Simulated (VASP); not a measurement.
Input of a VASP 6.6.1 run:

The input INCAR:

```
SYSTEM = F
PREC = Accurate
ENCUT = 600
EDIFF = 1E-6
ISMEAR = -1
SIGMA = 0.08
LREAL = .False.
LASPH = .True.
NELM = 120
ALGO = Normal
ISIF = 2
LWAVE = .False.
LCHARG = .False.
GGA = PE
NBANDS = 10
GGA_COMPAT = .False.
```

The input KPOINTS:

```
Automatic mesh
0
Gamma
  18 18 18
  0 0 0
```

File POSCAR:

```
F
1.0
   -1.3706226783      1.3706226783      1.3706226783
    1.3706226783     -1.3706226783      1.3706226783
    1.3706226783      1.3706226783     -1.3706226783
F
1
Direct
    0.0000000000      0.0000000000      0.0000000000
```

Potentials or basis: VASP PAW PBE potentials, release 64 (F).

Launch:

```bash
$ cat potpaw_PBE.64/F/POTCAR > POTCAR
$ mpirun -np 1 vasp_std > vasp.out
```

(1) What does it give for the pressure?

Results:

(1) -1.3 GPa.

Caveat: an odd number of electrons without spin polarisation forces a metal; a magnetic or distorted state may lie lower.
